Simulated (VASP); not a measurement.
Ir, 2 atoms in the cell. The structure is cubic, space group Fd-3m (No. 227). The conventional cell has a = 5.076 Å, b = 5.076 Å, c = 5.076 Å, α = 90.00°, β = 90.00°, γ = 90.00°. Ir (site symmetry -43m) has 4 Ir at 2.20 Å within 2.9 Å. 

```yaml
Program: VASP 6.6.1
Task: single point
Functional: PBEsol
Potentials_or_basis: VASP PAW PBE potentials, release 64 (Ir)
Cutoff: 520 eV
k_mesh: 6 × 6 × 6
Occupations: gaussian, width 0.1 eV
Spin: no spin polarisation
Dipole_correction: no
Further_INCAR_settings: ALGO = Fast; EDIFF = 1e-06; NBANDS = 16
```

Potentials or basis: VASP PAW PBE potentials, release 64 (Ir).

Run with:

```bash
$ cat potpaw_PBE.64/Ir/POTCAR > POTCAR
$ mpirun -np 1 vasp_std > vasp.out
```

Hardware: 1 thread of Intel(R) Xeon(R) Platinum 8488C (Sapphire Rapids) (shared host).

Estimate the wall time of this run.

Wall time 8.4 s on 1 thread of Intel(R) Xeon(R) Platinum 8488C (Sapphire Rapids), on a shared host, peak memory 0.15 GiB. Counts: scf iterations 15, k points 16.
